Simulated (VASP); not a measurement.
# Hf in VASP: further runs

The runs below take Hf through single point, relaxation of cell and atoms, with PBEsol+U, PBEsol-based global hybrid with 25 % exact exchange, B3LYP, HSE06, PBE-based screened hybrid with 25 % exact exchange.

Program: VASP 6.6.1. These are calculated values, not measurements. Logs are shortened: lines on timing, memory, paths and dates and some standing lists are left out, and cuts for length are marked.

**1. The cell of the first run**

The typed cell holds 1 atom: a = 3.192 Å, b = 3.137 Å, c = 3.138 Å, α = 58.64°, β = 60.55°, γ = 58.89°.

**2. Single point, PBEsol+U (the cell strained at random)**

Input file INCAR:

```
SYSTEM = Hf
PREC     = Accurate       ! precision mode
ENCUT    = 520            ! plane-wave cutoff, eV
EDIFF    = 1E-6           ! SCF threshold, eV
ISMEAR   = 1              ! smearing method
SIGMA    = 0.2            ! smearing width, eV
LREAL    = .FALSE.        ! projectors in reciprocal space
LASPH    = .TRUE.         ! aspherical terms in the spheres
NELM     = 150            ! most SCF steps
ALGO     = Normal         ! electronic algorithm
ISIF     = 2              ! what is computed and relaxed
LWAVE    = .FALSE.        ! write WAVECAR
LCHARG   = .TRUE.         ! write CHGCAR
LMAXMIX  = 4              ! l up to which the mixer works
LDAU     = .TRUE.         ! DFT+U
LDAUTYPE = 2            
LDAUL    = 2              ! shell
LDAUU    = 4.5            ! U, eV
LDAUJ    = 0            
LDAUPRINT= 1            
GGA      = PS             ! functional
LELF     = .TRUE.         ! ELF
LVHAR    = .TRUE.       
NBANDS   = 11             ! bands
```

Input file KPOINTS:

```
Automatic mesh
0
G
  10 10 10
  0 0 0
```

Input file POSCAR:

```
Hf
1.0
   -0.0096860000      2.2287200000      2.2846090000
    2.2126460000      0.0515370000      2.2233860000
    2.2415430000      2.1963940000      0.0226400000
Hf
1
Direct
   -0.0037130000      0.0292860000     -0.0147930000
```

Potentials or basis: VASP PAW PBE potentials, release 64 (Hf_pv).

The run is started by

```console
> cat potpaw_PBE.64/Hf_pv/POTCAR > POTCAR
> mpirun -np 1 vasp_std > vasp.out
```

OUTCAR:

```text
SYSTEM = Hf
   PREC = Accurate
   ENCUT = 520
   EDIFF = 1E-6
   ISMEAR = 1
   LREAL = .FALSE.
   LASPH = .TRUE.
   NELM = 150
   ISIF = 2
   GGA = PS

 ion  position               nearest neighbor table
   1  0.996  0.029  0.985-

  LATTYP: Found a triclinic cell.
 ALAT       =     5.4668288367
 B/A-ratio  =     0.5740694458
 C/A-ratio  =     0.8206411752
 COS(alpha) =     0.0141523850
 COS(beta)  =     0.4335759130
 COS(gamma) =     0.8611375142

  Lattice vectors:

 A1 = (  -2.2318570000,  -4.4251140000,  -2.3072490000)
 A2 = (  -2.2415430000,  -2.1963940000,  -0.0226400000)
 A3 = (   0.0385830000,  -0.0838630000,  -4.4853550000)

Analysis of symmetry for initial positions (statically):
=====================================================================
 Subroutine PRICEL returns:
 Original cell was already a primitive cell.

 Routine SETGRP: Setting up the symmetry group for a
 triclinic supercell.

 Subroutine GETGRP returns: Found  2 space group operations
 (whereof  1 operations were pure point group operations)
 out of a pool of  2 trial point group operations.

The static configuration has the point symmetry C_1 .
 The point group associated with its full space group is S_2 .

Analysis of symmetry for dynamics (positions and initial velocities):
=====================================================================
 Subroutine PRICEL returns:
 Original cell was already a primitive cell.

 Routine SETGRP: Setting up the symmetry group for a
 triclinic supercell.

 Subroutine GETGRP returns: Found  2 space group operations
 (whereof  1 operations were pure point group operations)
 out of a pool of  2 trial point group operations.

The dynamic configuration has the point symmetry C_1 .
 The point group associated with its full space group is S_2 .

 Subroutine INISYM returns: Found  2 space group operations
[... 151 lines left out ...]
  0.1677  0.0018  0.0005 -0.0047 -0.0000
  0.0018  0.1678 -0.0017 -0.0007  0.0029
  0.0005 -0.0017  0.1005  0.0008  0.0013
 -0.0047 -0.0007  0.0008  0.1687  0.0014
 -0.0000  0.0029  0.0013  0.0014  0.1022

 occupancies and eigenvectors

  o =  0.0996  v = -0.0083  0.0439  0.8650  0.0003 -0.4997  0.0000  0.0000  0.0000  0.0000  0.0000      0.0000  0.0000  0.0000  0.0000  0.0000  0.0000  0.0000  0.0000  0.0000  0.0000
  o =  0.0996  v =  0.0000  0.0000  0.0000  0.0000  0.0000 -0.0083  0.0439  0.8650  0.0003 -0.4997      0.0000  0.0000  0.0000  0.0000  0.0000  0.0000  0.0000  0.0000  0.0000  0.0000
  o =  0.1029  v = -0.0049 -0.0258  0.5008 -0.0254  0.8648  0.0000  0.0000  0.0000  0.0000  0.0000      0.0000  0.0000  0.0000  0.0000  0.0000  0.0000  0.0000  0.0000  0.0000  0.0000
  o =  0.1029  v =  0.0000  0.0000  0.0000  0.0000  0.0000 -0.0049 -0.0258  0.5008 -0.0254  0.8648      0.0000  0.0000  0.0000  0.0000  0.0000  0.0000  0.0000  0.0000  0.0000  0.0000
  o =  0.1633  v =  0.0000  0.0000  0.0000  0.0000  0.0000 -0.7527  0.1953 -0.0200 -0.6283 -0.0054      0.0000  0.0000  0.0000  0.0000  0.0000  0.0000  0.0000  0.0000  0.0000  0.0000
  o =  0.1633  v = -0.7527  0.1953 -0.0200 -0.6283 -0.0054  0.0000  0.0000  0.0000  0.0000  0.0000      0.0000  0.0000  0.0000  0.0000  0.0000  0.0000  0.0000  0.0000  0.0000  0.0000
  o =  0.1677  v =  0.0514 -0.9331  0.0196 -0.3518 -0.0492  0.0000  0.0000  0.0000  0.0000  0.0000      0.0000  0.0000  0.0000  0.0000  0.0000  0.0000  0.0000  0.0000  0.0000  0.0000
  o =  0.1677  v =  0.0000  0.0000  0.0000  0.0000  0.0000  0.0514 -0.9331  0.0196 -0.3518 -0.0492      0.0000  0.0000  0.0000  0.0000  0.0000  0.0000  0.0000  0.0000  0.0000  0.0000
  o =  0.1734  v =  0.0000  0.0000  0.0000  0.0000  0.0000 -0.6562 -0.2975  0.0097  0.6934  0.0021      0.0000  0.0000  0.0000  0.0000  0.0000  0.0000  0.0000  0.0000  0.0000  0.0000
  o =  0.1734  v = -0.6562 -0.2975  0.0097  0.6934  0.0021  0.0000  0.0000  0.0000  0.0000  0.0000      0.0000  0.0000  0.0000  0.0000  0.0000  0.0000  0.0000  0.0000  0.0000  0.0000

 number of electron      10.0000000 magnetization

 Free energy of the ion-electron system (eV)
  ---------------------------------------------------
  ext. energy  EPLUGINS =         0.00000000
  ---------------------------------------------------
  free energy    TOTEN  =        -7.54124811 eV

  energy without entropy =       -7.53998217  energy(sigma->0) =       -7.54082613

 E-fermi :   5.4257     XC(G=0): -11.5354

 val. band max:        5.4253272441   @ k =  -0.3000  -0.1000   0.2000
 cond. band min:       5.4285219983   @ k =   0.2000   0.3000   0.1000
 fundamental gap:      0.0031947543
 Fermi energy:         5.4257371559

 k-point     1 :       0.0000    0.0000    0.0000
  band No.  band energies     occupation
      1     -25.5257      2.00000
      2     -25.4987      2.00000
      3     -25.4583      2.00000
      4      -2.5517      2.00000
      5       6.8655     -0.00000
      6       7.0881     -0.00000
      7       7.5913     -0.00000
      8      10.2323      0.00000
      9      10.6163      0.00000
     10      16.2057      0.00000
     11      17.3676      0.00000
[... 309 lines left out ...]
 k-point    24 :      -0.3000    0.2000    0.0000
  band No.  band energies     occupation
      1     -26.1690      2.00000
      2     -25.8026      2.00000
      3     -25.5993      2.00000
      4       2.0022      2.00000
      5       4.8408      2.00028
      6       5.9296     -0.00212
      7       8.1687     -0.00000
      8      10.0520      0.00000
      9      13.4837      0.00000
     10      15.6645      0.00000
     11      17.3854      0.00000

 [... further k-points ...]

------------------------ aborting loop because EDIFF is reached ----------------------------------------

  FORCE on cell =-STRESS in cart. coord.  units (eV):
  Direction    XX          YY          ZZ          XY          YZ          ZX
  --------------------------------------------------------------------------------------
  -------------------------------------------------------------------------------------
  Total        2.0111863      2.1954548      1.9980121     -0.1155323     -0.5843163      0.2411700
  in kB      147.2563814    160.7482716    146.2917836     -8.4591238    -42.7828600     17.6581479
  external PRESSURE =     151.4321455 kB  Pullay stress =       0.0000000 kB

 VOLUME and BASIS-vectors are now :
 -----------------------------------------------------------------------------
  energy-cutoff  :      520.00
  volume of cell :       21.88
      direct lattice vectors                 reciprocal lattice vectors
    -0.009686000  2.228720000  2.284609000    -0.223116951  0.225468470  0.216812943
     2.212646000  0.051537000  2.223386000     0.227009560 -0.234039297  0.229276378
     2.241543000  2.196394000  0.022640000     0.221074097  0.231996442 -0.225383769

 POSITION                                       TOTAL-FORCE (eV/Angst)
 -----------------------------------------------------------------------------------
      2.26353      4.38586      2.36355         0.000000      0.000000     -0.000000
 -----------------------------------------------------------------------------------
    total drift:                               -0.000001      0.000004      0.000001

  FREE ENERGIE OF THE ION-ELECTRON SYSTEM (eV)
  ---------------------------------------------------
  free  energy   TOTEN  =        -7.5412481120 eV

  energy  without entropy=       -7.5399821660  energy(sigma->0) =       -7.54082613
```

Wall time 70 s (1 thread of AMD EPYC 7R13 (Zen 3), shared host); peak memory 0.2 GiB.

What came out:

```
Free energy            : -7.5412 eV
Pressure               : 15.1 GPa
Band gap on the k mesh : zero (bands 5 and 6 overlap by 2.05 eV)
```

Eigenvalues of the final occupation matrices:
```
    site  spin  trace               eigenvalues
site 1 d     1   0.71  0.10 0.10 0.16 0.17 0.17
site 1 d     2   0.71  0.10 0.10 0.16 0.17 0.17
```

Caveat: the cell differs from its parent crystal (the cell strained at random); the cell stands under pressure; the PAW data sets were made with another functional, which shifts forces and pressure a little; spin-orbit coupling is left out, which moves the levels of the heavy elements; U without spin polarisation on a metal has little footing; the U is typed as a test and isn't derived for this compound.

**3. Relaxation of cell and atoms, PBEsol-based global hybrid with 25 % exact exchange**

Input file POSCAR:

```
Hf
1.0
    0.0000000000      2.2200000000      2.2200000000
    2.2200000000      0.0000000000      2.2200000000
    2.2200000000      2.2200000000      0.0000000000
Hf
1
Direct
    0.0000000000      0.0000000000      0.0000000000
```

Input file INCAR.step1:

```
SYSTEM = Hf
ALGO = Normal ; EDIFF = 1E-5
ENCUT = 600 ; GGA = PE
ISMEAR = -1 ; LASPH = .TRUE.
LCHARG = .FALSE. ; LREAL = .FALSE.
LWAVE = .TRUE. ; NBANDS = 11
NELM = 100 ; PREC = Accurate
SIGMA = 0.05
```

Input file INCAR.step2:

```
SYSTEM = Hf
AEXX = 0.25 ; ALGO = Normal
EDIFF = 1E-6 ; EDIFFG = -0.01
ENCUT = 600 ; GGA = PS
IBRION = 2 ; ISIF = 3
ISMEAR = -1 ; ISTART = 1
LASPH = .TRUE. ; LCHARG = .FALSE.
LHFCALC = .TRUE. ; LREAL = .FALSE.
LWAVE = .FALSE. ; NELM = 100
NSW = 60 ; PREC = Accurate
PRECFOCK = Normal ; SIGMA = 0.05
```

Input file KPOINTS:

```
k-points
0
G
  5 5 5
  0 0 0
```

Potentials or basis: VASP PAW PBE potentials, release 64 (Hf_pv).

The run is started by

```console
> cat potpaw_PBE.64/Hf_pv/POTCAR > POTCAR
> cp INCAR.step1 INCAR
> mpirun -np 1 vasp_std > vasp.out
> cp INCAR.step2 INCAR
> mpirun -np 1 vasp_std > vasp.out
```

Wall time 13 min (1 thread of Intel Xeon Platinum 8259CL at 2.50GHz (Skylake/Cascade Lake), shared host); peak memory 0.18 GiB.

The run converged. Its results:

- Free energy: -12.6182 eV
- Relaxed volume: 21.62 Å³/atom
- Relaxed cell: a = 3.127 Å, b = 3.127 Å, c = 3.127 Å, α = 60.00°, β = 60.00°, γ = 60.00°
- Space group after relaxing (to 0.1 Å): Fm-3m (No. 225)
- Energy gained by relaxing: 1.2 meV/atom
- Ionic steps: 3
- Pressure after relaxing: 0.0 GPa
- Band gap on the k mesh: zero (bands 5 and 6 overlap by 3.12 eV)

The path:
| step | energy change (eV) | largest force (eV/Å) | pressure (GPa) | volume (Å³) |
| --- | --- | --- | --- | --- |
| 1 | 0.0000 | 0.0000 | -1.44 | 21.88 |
| 2 | 0.0009 | 0.0000 | 1.91 | 21.27 |
| 3 | -0.0012 | 0.0000 | 0.01 | 21.62 |

Final structure:
```
Hf
1.0
     0.00000    2.21101    2.21101
     2.21101    0.00000    2.21101
     2.21101    2.21101    0.00000
Hf
1
Direct
  0.00000 0.00000 0.00000
```

Levels at points of the mesh, in eV from the Fermi level:
| k point | band 3 | band 4 | band 5 | band 6 | band 7 | band 8 |
| --- | --- | --- | --- | --- | --- | --- |
| (0.00, 0.00, 0.00) | -32.06 | -8.35 | 2.84 | 2.84 | 2.84 | 6.05 |

Caveat: the k points lie up to 0.49 Å⁻¹ apart in the final cell, too coarse for converged energies and pressures of a metal; the PAW data sets were made with another functional, which shifts forces and pressure a little; spin-orbit coupling is left out, which moves the levels of the heavy elements.

**4. Relaxation of cell and atoms, B3LYP**

POSCAR is that of step 3.

Input file INCAR.step1:

```
SYSTEM = Hf
PREC = Accurate
ENCUT = 600
EDIFF = 1E-5
ISMEAR = -1
SIGMA = 0.05
LREAL = .False.
LASPH = .True.
NELM = 60
ALGO = Normal
LWAVE = .True.
LCHARG = .False.
GGA = PE
NBANDS = 11
```

Input file INCAR.step2:

```
SYSTEM = Hf
PREC = Accurate
ENCUT = 600
EDIFF = 1E-6
ISMEAR = -1
SIGMA = 0.05
LREAL = .False.
LASPH = .True.
NELM = 60
ALGO = Normal
ISIF = 3
LWAVE = .False.
LCHARG = .False.
GGA = B3
LHFCALC = .True.
AEXX = 0.2
AGGAX = 0.72
AGGAC = 0.81
ALDAC = 0.19
PRECFOCK = Normal
IBRION = 2
NSW = 60
EDIFFG = -0.01
ISTART = 1
```

Input file KPOINTS:

```
regular mesh
0
Gamma
  5 5 5
  0 0 0
```

The run is started by

```console
> cat potpaw_PBE.64/Hf_pv/POTCAR > POTCAR
> cp INCAR.step1 INCAR
> mpirun -np 1 vasp_std > vasp.out
> cp INCAR.step2 INCAR
> mpirun -np 1 vasp_std > vasp.out
```

Wall time 16 min (1 thread of Intel Xeon Platinum 8259CL at 2.50GHz (Skylake/Cascade Lake), shared host); peak memory 0.18 GiB.

The run converged. Its results:

```
Free energy                           : -10.6067 eV
Relaxed volume                        : 22.76 Å³/atom
Relaxed cell                          : a = 3.181 Å, b = 3.181 Å, c = 3.181 Å, α = 60.00°, β = 60.00°, γ = 60.00°
Space group after relaxing (to 0.1 Å) : Fm-3m (No. 225)
Energy gained by relaxing             : 12.4 meV/atom
Ionic steps                           : 4
Pressure after relaxing               : 0.0 GPa
Band gap on the k mesh                : zero (bands 5 and 6 overlap by 2.71 eV)
```

The path:
```tsv
step	energy change (eV)	largest force (eV/Å)	pressure (GPa)	volume (Å³)
1	0.0000	0.0000	4.49	21.88
2	0.0047	0.0000	-4.72	23.88
3	-0.0124	0.0000	-0.11	22.78
4	-0.0124	0.0000	0.01	22.76
```

Final structure:
```
Hf
1.0
     0.00000    2.24918    2.24918
     2.24918    0.00000    2.24918
     2.24918    2.24918    0.00000
Hf
1
Direct
  0.00000 0.00000 0.00000
```

Levels at points of the mesh, in eV from the Fermi level:
| k point | band 2 | band 3 | band 4 | band 5 | band 6 | band 7 | band 8 | band 9 |
| --- | --- | --- | --- | --- | --- | --- | --- | --- |
| (0.00, 0.00, 0.00) | -31.80 | -31.80 | -7.81 | 2.45 | 2.45 | 2.45 | 5.37 | 5.37 |

Caveat: the k points lie up to 0.48 Å⁻¹ apart in the final cell, too coarse for converged energies and pressures of a metal; the PAW data sets were made with another functional, which shifts forces and pressure a little; spin-orbit coupling is left out, which moves the levels of the heavy elements.

**5. Relaxation of cell and atoms, HSE06**

POSCAR is that of step 4.

Input file INCAR.step1:

```
SYSTEM = Hf
PREC = Accurate
ENCUT = 600
EDIFF = 1E-5
ISMEAR = -1
SIGMA = 0.05
LREAL = .FALSE.
LASPH = .TRUE.
NELM = 100
ALGO = Normal
LWAVE = .TRUE.
LCHARG = .FALSE.
GGA = PE
NBANDS = 11
```

Input file INCAR.step2:

```
SYSTEM = Hf
PREC = Accurate
ENCUT = 600
EDIFF = 1E-6
ISMEAR = -1
SIGMA = 0.05
LREAL = .FALSE.
LASPH = .TRUE.
NELM = 100
ALGO = Normal
ISIF = 3
LWAVE = .FALSE.
LCHARG = .FALSE.
GGA = PE
LHFCALC = .TRUE.
HFSCREEN = 0.2079
PRECFOCK = Normal
IBRION = 2
NSW = 60
EDIFFG = -0.01
ISTART = 1
```

Input file KPOINTS:

```
Automatic mesh
0
G
  5 5 5
  0 0 0
```

Potentials or basis: VASP PAW PBE potentials, release 64 (Hf_pv).

The run is started by

```console
> cat potpaw_PBE.64/Hf_pv/POTCAR > POTCAR
> cp INCAR.step1 INCAR
> mpirun -np 1 vasp_std > vasp.out
> cp INCAR.step2 INCAR
> mpirun -np 1 vasp_std > vasp.out
```

OUTCAR:

```text
SYSTEM = Hf
   PREC = Accurate
   ENCUT = 600
   EDIFF = 1E-6
   ISMEAR = -1
   LREAL = .FALSE.
   LASPH = .TRUE.
   NELM = 100
   ISIF = 3
   GGA = PE
   LHFCALC = .TRUE.
   HFSCREEN = 0.2079
   PRECFOCK = Normal
   IBRION = 2
   NSW = 60
   EDIFFG = -0.01
   ISTART = 1

 ion  position               nearest neighbor table
   1  0.000  0.000  0.000-

  LATTYP: Found a face centered cubic cell.
 ALAT       =     4.4400000000

  Lattice vectors:

 A1 = (   0.0000000000,   2.2200000000,   2.2200000000)
 A2 = (   2.2200000000,   0.0000000000,   2.2200000000)
 A3 = (   2.2200000000,   2.2200000000,   0.0000000000)

Analysis of symmetry for initial positions (statically):
=====================================================================
[... 171 lines left out ...]
  -------------------------------------------------------------------------------------
  Total        0.3031179      0.3031179      0.3031179     -0.0000000      0.0000000     -0.0000000
  in kB       22.1938788     22.1938788     22.1938788     -0.0000000      0.0000000     -0.0000000
  external PRESSURE =      22.1938788 kB  Pullay stress =       0.0000000 kB
[... 92 lines left out ...]
--------------------------------------- Ionic step        4  -------------------------------------------

 number of electron      10.0000001 magnetization

 Free energy of the ion-electron system (eV)
  ---------------------------------------------------
  ext. energy  EPLUGINS =         0.00000000
  ---------------------------------------------------
  free energy    TOTEN  =       -11.19724634 eV

  energy without entropy =      -11.19174572  energy(sigma->0) =      -11.19449603

 E-fermi :   4.4966     XC(G=0):  -9.2972

 val. band max:        4.3872772038   @ k =  -0.2000   0.2000   0.0000
 cond. band min:       4.6387951978   @ k =   0.2000   0.2000   0.0000
 fundamental gap:      0.2515179940
 Fermi energy:         4.4966472204

 k-point     1 :       0.0000    0.0000    0.0000
  band No.  band energies     occupation
      1     -27.6064      2.00000
      2     -27.6064      2.00000
      3     -27.6064      2.00000
      4      -3.6053      2.00000
      5       6.6351      0.00000
      6       6.6351      0.00000
      7       6.6351      0.00000
      8       9.7393      0.00000
      9       9.7393      0.00000
[... 134 lines left out ...]
  FREE ENERGIE OF THE ION-ELECTRON SYSTEM (eV)
  ---------------------------------------------------
  free  energy   TOTEN  =       -11.1972463352 eV

  energy  without entropy=      -11.1917457158  energy(sigma->0) =      -11.19449603

 reached required accuracy - stopping structural energy minimisation
```

OUTCAR.step1:

```text
SYSTEM = Hf
   PREC = Accurate
   ENCUT = 600
   EDIFF = 1E-5
   ISMEAR = -1
   LREAL = .FALSE.
[... 340 lines left out ...]
 -----------------------------------------------------------------------------------
      0.00000      0.00000      0.00000        -0.000000      0.000000      0.000000
 -----------------------------------------------------------------------------------
    total drift:                               -0.000000     -0.000000     -0.000000

  FREE ENERGIE OF THE ION-ELECTRON SYSTEM (eV)
  ---------------------------------------------------
  free  energy   TOTEN  =        -9.9053062718 eV

  energy  without entropy=       -9.8937197907  energy(sigma->0) =       -9.89951303
```

Wall time 16 min (1 thread of Intel Xeon Platinum 8259CL at 2.50GHz (Skylake/Cascade Lake), shared host); peak memory 0.28 GiB.

What came out:

| Quantity | Value |
| --- | --- |
| Free energy | -11.1972 eV |
| Relaxed volume | 22.30 Å³/atom |
| Relaxed cell | a = 3.159 Å, b = 3.159 Å, c = 3.159 Å, α = 60.00°, β = 60.00°, γ = 60.00° |
| Space group after relaxing (to 0.1 Å) | Fm-3m (No. 225) |
| Energy gained by relaxing | 2.9 meV/atom |
| Ionic steps | 4 |
| Pressure after relaxing | 0.0 GPa |
| Band gap on the k mesh | zero (bands 5 and 6 overlap by 2.38 eV) |

The path:
```tsv
step	energy change (eV)	largest force (eV/Å)	pressure (GPa)	volume (Å³)
1	0.0000	0.0000	2.22	21.88
2	0.0014	0.0000	-2.47	22.86
3	-0.0029	0.0000	-0.08	22.31
4	-0.0029	0.0000	0.02	22.30
```

Final structure:
```cif
data_structure
_symmetry_space_group_name_H-M 'P 1'
_symmetry_Int_Tables_number 1
_cell_length_a 3.1594
_cell_length_b 3.1594
_cell_length_c 3.1594
_cell_angle_alpha 60.000
_cell_angle_beta 60.000
_cell_angle_gamma 60.000
_cell_volume 22.30
loop_
_atom_site_label
_atom_site_type_symbol
_atom_site_fract_x
_atom_site_fract_y
_atom_site_fract_z
_atom_site_occupancy
Hf1 Hf 0.00000 0.00000 0.00000 1
```

Caveat: the k points lie up to 0.49 Å⁻¹ apart in the final cell, too coarse for converged energies and pressures of a metal; the PAW data sets were made with another functional, which shifts forces and pressure a little; spin-orbit coupling is left out, which moves the levels of the heavy elements.

(Part 1 of 2 ends here.)
